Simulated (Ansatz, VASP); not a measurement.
**Ga2S: VASP beside Ansatz**

```
CELL_PARAMETERS angstrom
4.20116 0.00000 0.00000
0.00000 4.20116 0.00000
0.00000 0.00000 4.87095
ATOMIC_POSITIONS crystal
Ga 0.00000 0.00000 0.50000
Ga 0.50000 0.50000 0.00000
S 0.50000 0.50000 0.50000
```

Alike in both runs: functional PBE; k mesh 3 × 3 × 4; occupations gaussian, width 0.15 eV; no spin polarisation.

Ansatz relaxed the structure, and its values are those at the end. VASP's run is a single point on that final structure, the one shown.

|  | VASP | Ansatz |
| --- | --- | --- |
| version | VASP 6.6.1 | Ansatz 0.2.0 |
| potentials or method | VASP PAW PBE potentials, release 64 (Ga_d, S), cutoff 500 eV | scalar-relativistic, plane waves, PAW |
| valence electrons in the cell | 32 | 32 |

|  | VASP | Ansatz | Ansatz less VASP |
| --- | --- | --- | --- |
| gap on the k mesh at the Fermi level (eV) | none | none | - |
| pressure (GPa) | 0.0 | 0.0 | +0.03 |

A gap of «none» marks a metal or a gap that the smearing closes. The functional is the same, so the differences come from potentials, cutoffs and numerics.

The k mesh is coarse, so the values compare programs but aren't converged.
